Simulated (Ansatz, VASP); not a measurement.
One calculation of Si3N4, two programs

File INCAR:

```
PREC     = Accurate       # precision mode
ENCUT    = 520            # plane-wave cutoff, eV
EDIFF    = 1E-7           # SCF threshold, eV
ISMEAR   = 0              # smearing method
SIGMA    = 0.01           # smearing width, eV
LREAL    = Auto         
LASPH    = True           # aspherical terms in the spheres
NELM     = 60             # most SCF steps
ALGO     = Normal         # electronic algorithm
ISIF     = 2              # what is computed and relaxed
LWAVE    = False          # write WAVECAR
LCHARG   = False          # write CHGCAR
GGA      = PE             # functional
NBANDS   = 84             # bands
```

KPOINTS

```
Automatic mesh
0
Gamma
  1 1 1
```

POSCAR

```
Si3N4
1.0
    7.6633883346      0.0000000000      0.0000000000
   -3.8316941673      6.6366889768      0.0000000000
    0.0000000000      0.0000000000      5.8522779955
Si N
12 16
Direct
    0.2310993364      0.8249884716      0.3750000000
    0.4061108648      0.2310993364      0.1250000000
    0.8249884716      0.5938891352      0.1250000000
    0.1750115284      0.4061108648      0.3750000000
    0.5938891352      0.7689006636      0.3750000000
    0.7689006636      0.1750115284      0.1250000000
    0.2310993364      0.8249884716      0.8750000000
    0.4061108648      0.2310993364      0.6250000000
    0.8249884716      0.5938891352      0.6250000000
    0.1750115284      0.4061108648      0.8750000000
    0.5938891352      0.7689006636      0.8750000000
    0.7689006636      0.1750115284      0.6250000000
    0.3333333333      0.6666666667      0.3750000000
    0.6666666667      0.3333333333      0.1250000000
    0.9691753813      0.6699950340      0.3750000000
    0.2991803472      0.9691753813      0.1250000000
    0.6699950340      0.7008196528      0.1250000000
    0.3300049660      0.2991803472      0.3750000000
    0.0308246187      0.3300049660      0.1250000000
    0.7008196528      0.0308246187      0.3750000000
    0.3333333333      0.6666666667      0.8750000000
    0.6666666667      0.3333333333      0.6250000000
    0.9691753813      0.6699950340      0.8750000000
    0.2991803472      0.9691753813      0.6250000000
    0.6699950340      0.7008196528      0.6250000000
    0.3300049660      0.2991803472      0.8750000000
    0.0308246187      0.3300049660      0.6250000000
    0.7008196528      0.0308246187      0.8750000000
```

Input for Ansatz:

```yaml
crystal:
  lattice:
    - [7.6633883346, 0.0, 0.0]
    - [-3.8316941673, 6.6366889768, 0.0]
    - [0.0, 0.0, 5.8522779955]
  atoms:
    - { symbol: Si, position: [0.2310993364, 0.8249884716, 0.375] }
    - { symbol: Si, position: [0.4061108648, 0.2310993364, 0.125] }
    - { symbol: Si, position: [0.8249884716, 0.5938891352, 0.125] }
    - { symbol: Si, position: [0.1750115284, 0.4061108648, 0.375] }
    - { symbol: Si, position: [0.5938891352, 0.7689006636, 0.375] }
    - { symbol: Si, position: [0.7689006636, 0.1750115284, 0.125] }
    - { symbol: "N", position: [0.3333333333, 0.6666666667, 0.375] }
    - { symbol: "N", position: [0.6666666667, 0.3333333333, 0.125] }
    - { symbol: "N", position: [0.9691753813, 0.669995034, 0.375] }
    - { symbol: "N", position: [0.2991803472, 0.9691753813, 0.125] }
    - { symbol: "N", position: [0.669995034, 0.7008196528, 0.125] }
    - { symbol: "N", position: [0.330004966, 0.2991803472, 0.375] }
    - { symbol: "N", position: [0.0308246187, 0.330004966, 0.125] }
    - { symbol: "N", position: [0.7008196528, 0.0308246187, 0.375] }
    - { symbol: Si, position: [0.2310993364, 0.8249884716, 0.875] }
    - { symbol: Si, position: [0.4061108648, 0.2310993364, 0.625] }
    - { symbol: Si, position: [0.8249884716, 0.5938891352, 0.625] }
    - { symbol: Si, position: [0.1750115284, 0.4061108648, 0.875] }
    - { symbol: Si, position: [0.5938891352, 0.7689006636, 0.875] }
    - { symbol: Si, position: [0.7689006636, 0.1750115284, 0.625] }
    - { symbol: "N", position: [0.3333333333, 0.6666666667, 0.875] }
    - { symbol: "N", position: [0.6666666667, 0.3333333333, 0.625] }
    - { symbol: "N", position: [0.9691753813, 0.669995034, 0.875] }
    - { symbol: "N", position: [0.2991803472, 0.9691753813, 0.625] }
    - { symbol: "N", position: [0.669995034, 0.7008196528, 0.625] }
    - { symbol: "N", position: [0.330004966, 0.2991803472, 0.875] }
    - { symbol: "N", position: [0.0308246187, 0.330004966, 0.625] }
    - { symbol: "N", position: [0.7008196528, 0.0308246187, 0.875] }
basis:
  ecutwfc: 420
  xc_grid: 2
hamiltonian:
  xc: pbe
  pseudopotentials: { kind: paw, azcp: { folder: soft_1 } }
kpoints:
  mp_grid: { grid: [1, 1, 1] }
scf:
  occupations: { method: fixed }
  max_iter: 120
output:
  forces: true
```

Alike in both runs: task single point; functional PBE; k mesh 1 × 1 × 1; no spin polarisation.

```csv
,VASP,Ansatz
version,VASP 6.6.1,Ansatz 0.2.0
potentials or method,"VASP PAW PBE potentials, release 64 (Si, N), cutoff 520 eV",plane-wave PAW DFT
occupations,"gaussian, width 0.01 eV",fixed
valence electrons in the cell,128,128
```

```csv
,VASP,Ansatz,Ansatz less VASP
rms of the force components (eV/Å),0.209,0.207,-0.0017
```

The k mesh is coarse, so the values compare programs but aren't converged.
